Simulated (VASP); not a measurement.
Wanted: the native input for a VASP 6.6.1 run.

| Item | Value |
| --- | --- |
| Task | single point |
| Functional | r2SCAN |
| Potentials or basis | VASP PAW PBE potentials, release 64 (Ta_pv) |
| Cutoff | 520 eV |
| k mesh | 16 × 16 × 16 |
| Occupations | fermi-dirac, width 0.1 eV |
| Spin | no spin polarisation |
| Dipole correction | no |
| Further INCAR settings | ALGO = Normal; EDIFF = 1e-06; NBANDS = 12 |

The system is Ta.

```
CELL_PARAMETERS angstrom
-1.35476 1.35476 1.35476
1.35476 -1.35476 1.35476
1.35476 1.35476 -1.35476
ATOMIC_POSITIONS crystal
Ta 0.00000 0.00000 0.00000
```

This cell differs from its parent crystal: volume scaled by 0.55.

The input as run:

POSCAR

```
Ta
1.0
   -1.3547603698      1.3547603698      1.3547603698
    1.3547603698     -1.3547603698      1.3547603698
    1.3547603698      1.3547603698     -1.3547603698
Ta
1
Direct
    0.0000000000      0.0000000000      0.0000000000
```

INCAR.step1

```
SYSTEM = Ta
PREC = Accurate
ENCUT = 520
ISMEAR = -1
SIGMA = 0.1
LREAL = .False.
LASPH = .True.
NELM = 60
NBANDS = 12
GGA = PE
ALGO = Normal
EDIFF = 1E-4
LWAVE = .True.
LCHARG = .False.
```

INCAR.step2

```
SYSTEM = Ta
PREC = Accurate
ENCUT = 520
EDIFF = 1E-6
ISMEAR = -1
SIGMA = 0.1
LREAL = .False.
LASPH = .True.
NELM = 60
ALGO = Normal
ISIF = 2
LWAVE = .False.
LCHARG = .False.
METAGGA = R2SCAN
LMIXTAU = .True.
NBANDS = 12
ISTART = 1
```

KPOINTS

```
Automatic mesh
0
Gamma
  16 16 16
  0 0 0
```

Potentials or basis: VASP PAW PBE potentials, release 64 (Ta_pv).

Command:

```console
$ cat potpaw_PBE.64/Ta_pv/POTCAR > POTCAR
$ cp INCAR.step1 INCAR
$ mpirun -np 1 vasp_std > vasp.out
$ cp INCAR.step2 INCAR
$ mpirun -np 1 vasp_std > vasp.out
```

It gave:

The pressure is 371.7 GPa.

Caveat: the PAW data sets were made with another functional, which shifts forces and pressure a little.

Wall time 2.2 min on 1 thread of AMD EPYC 7R13, with other jobs on the host, peak memory 0.11 GiB.
